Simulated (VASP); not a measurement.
Wanted: the native input for a VASP 6.6.1 run.

* Task: electric field gradients
* Functional: PBEsol
* Potentials or basis: VASP PAW PBE potentials, release 64 (Hf_pv)
* Cutoff: 520 eV
* k mesh: 16 × 16 × 16
* Occupations: fermi-dirac, width 0.08 eV
* Spin: no spin polarisation
* Dipole correction: no
* Further INCAR settings: ALGO = Normal; EDIFF = 1e-08; NBANDS = 11

The structure of Hf lies in POSCAR:

```
Hf
1.0
   -1.8411000000      1.8050000000      1.8050000000
    1.8050000000     -1.8411000000      1.8050000000
    1.8050000000      1.8050000000     -1.8411000000
Hf
1
Direct
    0.0000000000      0.0000000000      0.0000000000
```

This cell differs from its parent crystal: equal xy, yz and zx shear strains of -2 %.

The input as run:

INCAR

```
ALGO = Normal
EDIFF = 1E-8
ENCUT = 520
GGA = PS
ISIF = 2
ISMEAR = -1
LASPH = T
LCHARG = F
LEFG = T
LREAL = F
LWAVE = F
NBANDS = 11
NELM = 80
PREC = Accurate
SIGMA = 0.08
```

KPOINTS

```
k-points
0
Gamma
  16 16 16
```

Potentials or basis: VASP PAW PBE potentials, release 64 (Hf_pv).

The run is started by

```sh
$ cat potpaw_PBE.64/Hf_pv/POTCAR > POTCAR
$ mpirun -np 1 vasp_std > vasp.out
```

Results of the run:

```yaml
Pressure: -9.2 GPa
Band_gap_on_the_k_mesh: zero (bands 5 and 6 overlap by 2.13 eV)
Largest_electric_field_gradient_by_atom: Hf +48.2 V/Å²
```

Caveat: the cell differs from its parent crystal (equal xy, yz and zx shear strains of -2 %); the cell stands under tension; without QUAD_EFG the Cq values of the log hold for a quadrupole moment of 1 mb, not for the nuclei; the PAW data sets were made with another functional, which shifts forces and pressure a little; spin-orbit coupling is left out, which moves the levels of the heavy elements.

It took 44 s on 1 thread of Intel(R) Xeon(R) Platinum 8375C CPU @ 2.90GHz (Ice Lake) (shared host), peak memory 0.23 GiB.
